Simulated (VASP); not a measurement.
# F (C2/m) in VASP: a series of runs

The runs below take F through single point, with PBEsol.

Program: VASP 6.6.1. These are calculated values, not measurements. Logs are shortened: lines on timing, memory, paths and dates and some standing lists are left out, and cuts for length are marked.

### Step 1. The cell of the first run

It takes space group C2/m (No. 12, monoclinic). The conventional cell has a = 5.911 Å, b = 3.612 Å, c = 7.540 Å, α = 90.00°, β = 111.23°, γ = 90.00°. Within 1.9 Å of F (site symmetry m) lie 1 F at 1.41 Å. Within 1.9 Å of F (site symmetry m) lie 1 F at 1.41 Å.

### Step 2. Single point, PBEsol

File INCAR:

```
PREC = Accurate
ENCUT = 520
EDIFF = 1E-6
ISMEAR = 0
SIGMA = 0.05
LREAL = False
LASPH = True
NELM = 60
ALGO = Normal
ISIF = 2
LWAVE = False
LCHARG = False
GGA = PS
NBANDS = 22
```

File KPOINTS:

```
Automatic mesh
0
Gamma
  4 4 2
```

File POSCAR:

```
F
1.0
    2.9468168668     -1.8057752945     -0.2272839385
    2.9468168668      1.8057752945     -0.2272839385
   -2.1822163277      0.0000000000      7.2177310154
F
4
Direct
    0.0848459664      0.0848459664      0.0940038325
    0.9151540336      0.9151540336      0.9059961675
    0.5015719855      0.5015719855      0.5937195244
    0.4984280145      0.4984280145      0.4062804756
```

Potentials or basis: VASP PAW PBE potentials, release 64 (F).

Launch:

```console
$ cat potpaw_PBE.64/F/POTCAR > POTCAR
$ mpirun -np 1 vasp_std > vasp.out
```

OUTCAR:

```text
PREC = Accurate
   ENCUT = 520
   EDIFF = 1E-6
   ISMEAR = 0
   LREAL = False
   LASPH = True
   NELM = 60
   ISIF = 2
   GGA = PS

 ion  position               nearest neighbor table
   1  0.085  0.085  0.094-   2 1.41
   2  0.915  0.915  0.906-   1 1.41
   3  0.502  0.502  0.594-   4 1.41
   4  0.498  0.498  0.406-   3 1.41

  LATTYP: Found a base centered monoclinic cell.
 ALAT       =     5.9111378381
 B/A-ratio  =     0.6109738409
 C/A-ratio  =     1.2756266745
 COS(beta)  =    -0.3621555463

  Lattice vectors:

 A1 = (   2.9468168668,  -1.8057752945,  -0.2272839385)
 A2 = (   2.9468168668,   1.8057752945,  -0.2272839385)
 A3 = (  -2.1822163277,   0.0000000000,   7.2177310154)

Analysis of symmetry for initial positions (statically):
=====================================================================
 Subroutine PRICEL returns:
 Original cell was already a primitive cell.

 Routine SETGRP: Setting up the symmetry group for a
 base centered monoclinic supercell.

 Subroutine GETGRP returns: Found  4 space group operations
 (whereof  4 operations were pure point group operations)
 out of a pool of  4 trial point group operations.

The static configuration has the point symmetry C_2h.

Analysis of symmetry for dynamics (positions and initial velocities):
=====================================================================
 Subroutine PRICEL returns:
 Original cell was already a primitive cell.

 Routine SETGRP: Setting up the symmetry group for a
 base centered monoclinic supercell.

 Subroutine GETGRP returns: Found  4 space group operations
 (whereof  4 operations were pure point group operations)
 out of a pool of  4 trial point group operations.

The dynamic configuration has the point symmetry C_2h.

 Subroutine INISYM returns: Found  4 space group operations
 (whereof  4 operations are pure point group operations),
 and found     1 'primitive' translations

----------------------------------------------------------------------------------------

                                     Primitive cell

  volume of cell :      75.0240

  direct lattice vectors                    reciprocal lattice vectors
     2.946816867 -1.805775295 -0.227283939     0.173725746 -0.276889379  0.052524423
     2.946816867  1.805775295 -0.227283939     0.173725746  0.276889379  0.052524423
    -2.182216328  0.000000000  7.217731015     0.010941131  0.000000000  0.141855649

  length of vectors
     3.463554828  3.463554828  7.540405103     0.331069748  0.331069748  0.142276960

  position of ions in fractional coordinates (direct lattice)
     0.084845966  0.084845966  0.094003833
     0.915154034  0.915154034  0.905996167
     0.501571985  0.501571985  0.593719524
     0.498428014  0.498428014  0.406280476

  ion indices of the primitive-cell ions
   primitive index   ion index
                 1           1
                 2           2
                 3           3
                 4           4

----------------------------------------------------------------------------------------

 KPOINTS: Automatic mesh

Automatic generation of k-mesh.
 Grid dimensions read from file:
 generate k-points for:    4    4    2

 Generating k-lattice:

  Cartesian coordinates                     Fractional coordinates (reciprocal lattice)
     0.043431436 -0.069222345  0.013131106     0.250000000 -0.000000000  0.000000000
     0.043431436  0.069222345  0.013131106    -0.000000000  0.250000000  0.000000000
     0.005470566  0.000000000  0.070927824     0.000000000  0.000000000  0.500000000

  Length of vectors
     0.082767437  0.082767437  0.071138480

  Shift w.r.t. Gamma in fractional coordinates (k-lattice)
     0.000000000  0.000000000  0.000000000

 Subroutine IBZKPT returns following result:
 ===========================================

 Found     14 irreducible k-points:

 Following reciprocal coordinates:
            Coordinates               Weight
  0.000000  0.000000  0.000000      1.000000
  0.250000  0.000000 -0.000000      4.000000
  0.500000  0.000000 -0.000000      2.000000
  0.250000  0.250000 -0.000000      2.000000
  0.500000  0.250000  0.000000      4.000000
 -0.250000  0.250000  0.000000      2.000000
  0.500000  0.500000 -0.000000      1.000000
  0.000000  0.000000  0.500000      1.000000
  0.250000  0.000000  0.500000      4.000000
  0.500000  0.000000  0.500000      2.000000
  0.250000  0.250000  0.500000      2.000000
  0.500000  0.250000  0.500000      4.000000
 -0.250000  0.250000  0.500000      2.000000
  0.500000  0.500000  0.500000      1.000000
   k-points           NKPTS =     14   k-points in BZ     NKDIM =     14   number of bands    NBANDS=     22
   number of dos      NEDOS =    301   number of ions     NIONS =      4
   total plane-waves  NPLWV =  43904
   dimension x,y,z NGX =    28 NGY =   28 NGZ =   56
   dimension x,y,z NGXF=    56 NGYF=   56 NGZF=  112
   ions per type =               4
[... 24 lines left out ...]
   NUPDOWN=      -1.0000    fix difference up-down
   EMIN   =  10.00;   EMAX   =-10.00  energy-range for DOS
   EFERMI =   0.00;   METHOD = LEGACY
   ISMEAR =     0;   SIGMA  =   0.05  broadening in eV -4-tet -1-fermi 0-gaus
   EFERMI_NEDOS =   21; number of points for ismear=-14 and -15
   IALGO  =     38    algorithm
   IMIX   =      4    mixing-type and parameters
     AMIX     =   0.40;   BMIX     =  1.00
     AMIX_MAG =   1.60;   BMIX_MAG =  1.00
  volume/ion in A,a.u.               =      18.76       126.57
  Fermi-wavevector in a.u.,A,eV,Ry     =   1.178675  2.227373 18.902233  1.389275
  Thomas-Fermi vector in A             =   2.315000
   LORBIT       =      0    0 simple, 1 ext, 2 COOP (PROOUT), +10 PAW based schemes
   GGA     = PS    functional components
   LHFCALC =     F    Hartree Fock is set to
   AEXX    =    0.0000 exact exchange contribution
   IVDW    =     0    specifies the selected vdW correction
   LEPSILON=     F    determine dielectric tensor
   LRPA    =     F    only Hartree local field effects (RPA)
 non-spin polarized calculation
 Gauss-broadening in eV      SIGMA  =   0.05
  energy-cutoff  :      520.00
  volume of cell :       75.02
 maximum number of plane-waves:      2051
 NGX is ok and might be reduce to    28

 number of electron      28.0000006 magnetization

 Free energy of the ion-electron system (eV)
  ---------------------------------------------------
  ext. energy  EPLUGINS =         0.00000000
  ---------------------------------------------------
  free energy    TOTEN  =        -7.79869252 eV

  energy without entropy =       -7.79869252  energy(sigma->0) =       -7.79869252

 E-fermi :  -5.5173     XC(G=0):  -6.8697

 val. band max:       -5.7329845949   @ k =   0.5000   0.5000  -0.0000
 cond. band min:      -2.8412776025   @ k =   0.0000   0.0000   0.0000
 fundamental gap:      2.8917069924
 Fermi energy:        -5.5173066028

 k-point     1 :       0.0000    0.0000    0.0000
  band No.  band energies     occupation
      1     -30.7318      2.00000
      2     -30.5582      2.00000
      3     -24.2513      2.00000
      4     -23.9777      2.00000
      5     -12.3794      2.00000
      6     -11.7405      2.00000
[... 14 lines left out ...]
     21      13.3278      0.00000
     22      14.5290      0.00000

 k-point     2 :       0.2500    0.0000   -0.0000
  band No.  band energies     occupation
      1     -30.7082      2.00000
      2     -30.5436      2.00000
      3     -24.2065      2.00000
      4     -24.0015      2.00000
      5     -12.2863      2.00000
      6     -11.8254      2.00000
[... 14 lines left out ...]
     21      11.4787      0.00000
     22      12.9090      0.00000

 k-point     3 :       0.5000    0.0000   -0.0000
  band No.  band energies     occupation
      1     -30.6847      2.00000
      2     -30.5294      2.00000
      3     -24.1441      2.00000
      4     -24.0439      2.00000
      5     -12.1043      2.00000
      6     -11.9988      2.00000
[... 14 lines left out ...]
     21      10.2396      0.00000
     22      10.4563      0.00000
[... 226 lines left out ...]
 k-point    13 :      -0.2500    0.2500    0.5000
  band No.  band energies     occupation
      1     -30.6847      2.00000
      2     -30.5295      2.00000
      3     -24.1443      2.00000
      4     -24.0442      2.00000
      5     -12.1003      2.00000
      6     -11.9967      2.00000
[... 14 lines left out ...]
     21      10.5808      0.00000
     22      10.6455      0.00000

 k-point    14 :       0.5000    0.5000    0.5000
  band No.  band energies     occupation
      1     -30.6718      2.00000
      2     -30.5165      2.00000
      3     -24.1496      2.00000
      4     -24.0494      2.00000
      5     -12.1184      2.00000
      6     -12.0162      2.00000
[... 14 lines left out ...]
     21       9.4158      0.00000
     22       9.5093      0.00000

------------------------ aborting loop because EDIFF is reached ----------------------------------------

  FORCE on cell =-STRESS in cart. coord.  units (eV):
  Direction    XX          YY          ZZ          XY          YZ          ZX
  --------------------------------------------------------------------------------------
  -------------------------------------------------------------------------------------
  Total       -0.1544090     -0.2407349      0.1625572      0.0000000      0.0000000      0.0243478
  in kB       -3.2974870     -5.1410218      3.4714944      0.0000000      0.0000000      0.5199598
  external PRESSURE =      -1.6556715 kB  Pullay stress =       0.0000000 kB

 VOLUME and BASIS-vectors are now :
 -----------------------------------------------------------------------------
  energy-cutoff  :      520.00
  volume of cell :       75.02
      direct lattice vectors                 reciprocal lattice vectors
     2.946816867 -1.805775295 -0.227283939     0.173725746 -0.276889379  0.052524423
     2.946816867  1.805775295 -0.227283939     0.173725746  0.276889379  0.052524423
    -2.182216328  0.000000000  7.217731015     0.010941131  0.000000000  0.141855649

 POSITION                                       TOTAL-FORCE (eV/Angst)
 -----------------------------------------------------------------------------------
      0.29491      0.00000      0.63993         0.066533      0.000000      0.157018
      3.41650      0.00000      6.12324        -0.066533      0.000000     -0.157018
      1.66046      0.00000      4.05731        -0.048649      0.000000      0.154354
      2.05096      0.00000      2.70585         0.048649      0.000000     -0.154354
 -----------------------------------------------------------------------------------
    total drift:                                0.000000      0.000000     -0.000000

  FREE ENERGIE OF THE ION-ELECTRON SYSTEM (eV)
  ---------------------------------------------------
  free  energy   TOTEN  =        -7.7986925169 eV

  energy  without entropy=       -7.7986925169  energy(sigma->0) =       -7.79869252
```

Run time: 16 s. Hardware: 1 thread of Intel Xeon Platinum 8375C at 2.90GHz (Ice Lake), shared host; peak memory 0.19 GiB.

Results:

* Free energy: -7.7987 eV
* Pressure: -0.2 GPa
* Largest force: 0.171 eV/Å
* Band gap on the k mesh: 2.89 eV, indirect (least direct gap 2.96 eV)

Forces in eV/Å, atoms in the order of the input:
```
F    0.067  0.000  0.157
F   -0.067  0.000 -0.157
F   -0.049  0.000  0.154
F    0.049  0.000 -0.154
```

Caveat: the k points lie up to 0.52 Å⁻¹ apart; the PAW data sets were made with another functional, which shifts forces and pressure a little. A k mesh can miss the band edges.

### Step 3. Single point, PBEsol

File INCAR:

```
SYSTEM = F
PREC = Accurate ; ENCUT = 520
EDIFF = 1E-6 ; ISMEAR = 0
SIGMA = 0.05 ; LREAL = .False.
LASPH = .True. ; NELM = 100
ALGO = Normal ; ISIF = 2
LWAVE = .False. ; LCHARG = .False.
GGA = PS ; NBANDS = 22
```

File KPOINTS:

```
Automatic mesh
0
Gamma
  4 4 2
  0 0 0
```

File POSCAR:

```
F
1.0
    3.0103614480     -1.7866149291     -0.2321850448
    3.0103614480      1.7866149291     -0.2321850448
   -2.2466633749      0.0000000000      7.1479031318
F
4
Direct
    0.0848459664      0.0848459664      0.0940038325
    0.9151540336      0.9151540336      0.9059961675
    0.5015719855      0.5015719855      0.5937195244
    0.4984280145      0.4984280145      0.4062804756
```

Potentials or basis: VASP PAW PBE potentials, release 64 (F).

Launch:

```console
$ cat potpaw_PBE.64/F/POTCAR > POTCAR
$ mpirun -np 1 vasp_std > vasp.out
```

It took 18 s on 1 thread of Intel Xeon Platinum 8375C at 2.90GHz (Ice Lake), shared host; peak memory 0.19 GiB.

The run converged. Its results:

- Free energy: -7.7929 eV
- Pressure: 0.6 GPa
- Largest force: 0.528 eV/Å
- Band gap on the k mesh: 3.01 eV, indirect (least direct gap 3.09 eV)

Forces on the atoms (eV/Å):
```
F    0.225  0.000  0.477
F   -0.225  0.000 -0.477
F   -0.153  0.000  0.500
F    0.153  0.000 -0.500
```

Stress tensor (GPa, compression positive):
```
-0.06  0.00  0.18
 0.00 -0.52  0.00
 0.18  0.00  2.26
```

Levels at points of the mesh, in eV from the valence-band top:
```csv
k point,band 11,band 12,band 13,band 14,band 15,band 16,band 17,band 18
"(0.00, 0.00, 0.00)",-0.31,-0.18,-0.11,-0.08,3.01,3.82,8.65,11.07
"(0.50, 0.00, 0.00)",-0.38,-0.29,-0.28,-0.16,3.45,3.54,12.56,12.71
"(0.50, 0.50, 0.00)",-0.35,-0.30,-0.20,0.00,3.39,3.54,12.92,13.27
"(0.00, 0.00, 0.50)",-0.28,-0.17,-0.16,-0.09,3.35,3.44,9.48,9.50
"(0.50, 0.00, 0.50)",-0.48,-0.32,-0.20,-0.06,3.26,3.70,12.46,13.33
"(0.50, 0.50, 0.50)",-0.38,-0.26,-0.19,-0.10,3.44,3.54,12.63,12.77
```

Caveat: the k points lie up to 0.52 Å⁻¹ apart; the PAW data sets were made with another functional, which shifts forces and pressure a little.

### Step 4. Single point, PBEsol

This run uses another cell than the first one, of the same volume but with other edges.

File INCAR:

```
PREC = Accurate
ENCUT = 520
EDIFF = 1E-7
ISMEAR = 0
SIGMA = 0.05
LREAL = F
LASPH = T
NELM = 100
ALGO = Normal
ISIF = 2
LWAVE = F
LCHARG = T
GGA = PS
LELF = T
LVHAR = T
NBANDS = 22
```

File KPOINTS:

```
Automatic mesh
0
Gamma
  4 4 2
```

File POSCAR:

```
F
1.0
    3.2097748895     -1.7302266335     -0.2475655297
    3.2097748895      1.7302266335     -0.2475655297
   -2.4477894313      0.0000000000      6.9432860161
F
4
Direct
    0.0848459664      0.0848459664      0.0940038325
    0.9151540336      0.9151540336      0.9059961675
    0.5015719855      0.5015719855      0.5937195244
    0.4984280145      0.4984280145      0.4062804756
```

Launch:

```console
$ cat potpaw_PBE.64/F/POTCAR > POTCAR
$ mpirun -np 1 vasp_std > vasp.out
```

Wall time 20 s (1 thread of Intel Xeon Platinum 8375C at 2.90GHz (Ice Lake), shared host); peak memory 0.19 GiB.

Results (log left out):

| Item | Value |
| --- | --- |
| Free energy | -7.7377 eV |
| Pressure | 2.8 GPa |
| Largest force | 1.630 eV/Å |
| Band gap on the k mesh | 3.37 eV, indirect (least direct gap 3.47 eV) |

Forces on the atoms (eV/Å):
```
F    0.751  0.000  1.438
F   -0.751  0.000 -1.438
F   -0.520  0.000  1.545
F    0.520  0.000 -1.545
```

Stress tensor (GPa, compression positive):
```
 0.99  0.00  0.54
 0.00 -0.48  0.00
 0.54  0.00  7.76
```

Levels at points of the mesh, in eV from the valence-band top:
| k point | band 10 | band 11 | band 12 | band 13 | band 14 | band 15 | band 16 | band 17 | band 18 | band 19 |
| --- | --- | --- | --- | --- | --- | --- | --- | --- | --- | --- |
| (0.00, 0.00, 0.00) | -3.80 | -0.40 | -0.18 | -0.14 | -0.10 | 3.37 | 4.12 | 8.51 | 11.03 | 12.17 |
| (0.50, 0.00, 0.00) | -3.93 | -0.39 | -0.34 | -0.31 | -0.20 | 3.79 | 3.86 | 12.46 | 12.60 | 14.17 |
| (0.50, 0.50, 0.00) | -3.82 | -0.34 | -0.28 | -0.19 | 0.00 | 3.74 | 3.83 | 12.59 | 12.65 | 12.96 |
| (0.00, 0.00, 0.50) | -3.80 | -0.33 | -0.23 | -0.17 | -0.11 | 3.68 | 3.74 | 9.41 | 9.43 | 14.86 |
| (0.50, 0.00, 0.50) | -3.88 | -0.52 | -0.38 | -0.22 | -0.08 | 3.63 | 4.00 | 12.39 | 13.18 | 13.40 |
| (0.50, 0.50, 0.50) | -3.88 | -0.37 | -0.27 | -0.17 | -0.10 | 3.77 | 3.84 | 12.11 | 12.25 | 14.34 |

Caveat: the k points lie up to 0.53 Å⁻¹ apart; the PAW data sets were made with another functional, which shifts forces and pressure a little. As with any semilocal functional, this PBEsol gap is likely too small.

### Step 5. Single point, PBEsol

This run uses another cell than the first one, of 19.22 Å³/atom, 1.025 times its volume.

File INCAR:

```
SYSTEM = F
PREC     = Accurate       ! precision mode
ENCUT    = 520            ! plane-wave cutoff, eV
EDIFF    = 1E-6           ! SCF threshold, eV
ISMEAR   = 0              ! smearing method
SIGMA    = 0.05           ! smearing width, eV
LREAL    = .FALSE.        ! projectors in reciprocal space
LASPH    = .TRUE.         ! aspherical terms in the spheres
NELM     = 80             ! most SCF steps
ALGO     = Normal         ! electronic algorithm
ISIF     = 2              ! what is computed and relaxed
LWAVE    = .FALSE.        ! write WAVECAR
LCHARG   = .FALSE.        ! write CHGCAR
GGA      = PS             ! functional
NBANDS   = 22             ! bands
```

File KPOINTS:

```
Automatic mesh
0
G
  4 4 2
  0 0 0
```

File POSCAR:

```
F
1.0
    3.0675310175     -1.7915000592     -0.2365944552
    3.0675310175      1.7915000592     -0.2365944552
   -2.2980230344      0.0000000000      7.1709350950
F
4
Direct
    0.0848459664      0.0848459664      0.0940038325
    0.9151540336      0.9151540336      0.9059961675
    0.5015719855      0.5015719855      0.5937195244
    0.4984280145      0.4984280145      0.4062804756
```

Launch:

```console
$ cat potpaw_PBE.64/F/POTCAR > POTCAR
$ mpirun -np 1 vasp_std > vasp.out
```

Wall time 17 s (1 thread of Intel Xeon Platinum 8375C at 2.90GHz (Ice Lake), shared host); peak memory 0.18 GiB.

It converged, with:

```yaml
Free_energy: -7.7983 eV
Pressure: 0.0 GPa
Largest_force: 0.263 eV/Å
Band_gap_on_the_k_mesh: 2.95 eV, indirect (least direct gap 3.03 eV)
```

Forces on the atoms (eV/Å):
```
F    0.113  0.000  0.237
F   -0.113  0.000 -0.237
F   -0.074  0.000  0.245
F    0.074  0.000 -0.245
```

Stress tensor (GPa, compression positive):
```
-0.30  0.00  0.08
 0.00 -0.52  0.00
 0.08  0.00  0.81
```

Levels at points of the mesh, in eV from the valence-band top:
| k point | band 10 | band 11 | band 12 | band 13 | band 14 | band 15 | band 16 | band 17 | band 18 | band 19 |
| --- | --- | --- | --- | --- | --- | --- | --- | --- | --- | --- |
| (0.00, 0.00, 0.00) | -3.44 | -0.31 | -0.17 | -0.11 | -0.08 | 2.95 | 3.72 | 8.63 | 11.07 | 12.00 |
| (0.50, 0.00, 0.00) | -3.53 | -0.36 | -0.28 | -0.28 | -0.16 | 3.36 | 3.46 | 12.50 | 12.65 | 14.16 |
| (0.50, 0.50, 0.00) | -3.52 | -0.34 | -0.28 | -0.19 | 0.00 | 3.32 | 3.45 | 12.85 | 13.11 | 13.23 |
| (0.00, 0.00, 0.50) | -3.45 | -0.28 | -0.17 | -0.16 | -0.08 | 3.28 | 3.36 | 9.46 | 9.48 | 14.63 |
| (0.50, 0.00, 0.50) | -3.50 | -0.47 | -0.32 | -0.19 | -0.06 | 3.19 | 3.60 | 12.41 | 13.25 | 13.49 |
| (0.50, 0.50, 0.50) | -3.57 | -0.36 | -0.25 | -0.18 | -0.10 | 3.36 | 3.45 | 12.51 | 12.64 | 14.67 |

Caveat: the k points lie up to 0.52 Å⁻¹ apart; the PAW data sets were made with another functional, which shifts forces and pressure a little.

### Step 6. Summary

```csv
cell,gap on the mesh (eV),pressure (GPa),largest force (eV/Å)
"a = 3.464, b = 3.464, c = 7.540 Å, angles 108.0, 108.0, 62.8°, 4 atoms",2.89,-0.2,0.17
"a = 3.508, b = 3.508, c = 7.493 Å, angles 108.7, 108.7, 61.2°, 4 atoms",3.01,0.6,0.53
"a = 3.655, b = 3.655, c = 7.362 Å, angles 110.8, 110.8, 56.5°, 4 atoms",3.37,2.8,1.63
"a = 3.560, b = 3.560, c = 7.530 Å, angles 109.0, 109.0, 60.4°, 4 atoms",2.95,0.0,0.26
```

Alike in all rows: task single point; level PBEsol; potentials or basis VASP PAW PBE potentials, release 64 (F); no spin polarisation; k mesh 4 × 4 × 2; cutoff (eV) 520; smearing gaussian 0.05 eV.

Caveats: all runs use coarse meshes; the PAW data sets were made with another functional, which shifts forces and pressure a little.

Total energies depend on the potentials used, so only differences within one code and one set of settings carry meaning.
